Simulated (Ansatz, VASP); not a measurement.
**One calculation of GePt, two programs**

```
CELL_PARAMETERS angstrom
3.19068 0.00000 0.00000
0.00000 3.19068 0.00000
0.00000 0.00000 3.19068
ATOMIC_POSITIONS crystal
Ge 0.00000 0.00000 0.00000
Pt 0.50000 0.50000 0.50000
```

Alike in both runs: functional PBE; k mesh 18 × 18 × 18; occupations gaussian, width 0.1 eV; no spin polarisation.

Ansatz relaxed the structure, and its values are those at the end. VASP's run is a single point on that final structure, the one shown.

```csv
,VASP,Ansatz
version,VASP 6.6.1,Ansatz 0.2.0
potentials or method,"VASP PAW PBE potentials, release 64 (Ge_d, Pt), cutoff 520 eV","scalar-relativistic, plane waves, PAW"
valence electrons in the cell,24,32
```

```tsv
	VASP	Ansatz	Ansatz less VASP
gap on the k mesh at the Fermi level (eV)	none	none	-
pressure (GPa)	0.0	0.0	+0.02
```

A gap of «none» marks a metal or a gap that the smearing closes. The functional is the same, so the differences come from potentials, cutoffs and numerics. VASP's potentials hold 24 valence electrons a cell and Ansatz's 32, so a difference there can come from the potentials and not from the codes.

Neither program's run includes spin-orbit coupling.
